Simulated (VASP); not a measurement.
Input of a VASP 6.6.1 run:

File INCAR:

```
SYSTEM = Sn
PREC = Accurate ; ENCUT = 520
EDIFF = 1E-7 ; ISMEAR = -1
SIGMA = 0.1 ; LREAL = .FALSE.
LASPH = .TRUE. ; NELM = 60
ALGO = Normal ; ISIF = 2
LWAVE = .FALSE. ; LCHARG = .FALSE.
GGA = CA ; NBANDS = 21
```

The input KPOINTS:

```
regular mesh
0
G
  14 14 14
  0 0 0
```

Contents of POSCAR:

```
Sn
1.0
    0.0000000000      3.0754923571      3.0754923571
    3.0754923571      0.0000000000      3.0754923571
    3.0754923571      3.0754923571      0.0000000000
Sn
2
Direct
    0.5000000000      0.5000000000      0.5000000000
    0.7500000000      0.7500000000      0.7500000000
```

Potentials or basis: VASP PAW LDA potentials, release 64 (Sn_d).

Run with:

```sh
$ cat potpaw_LDA.64/Sn_d/POTCAR > POTCAR
$ mpirun -np 1 vasp_std > vasp.out
```

Q: Estimate the pressure.

A: 10.1 GPa.

Q: Predict the band gap on the k mesh.

A: 0.17 eV, indirect (least direct gap 0.28 eV).

Caveat: spin-orbit coupling is left out, which moves the levels of the heavy elements. A k mesh can miss the band edges.
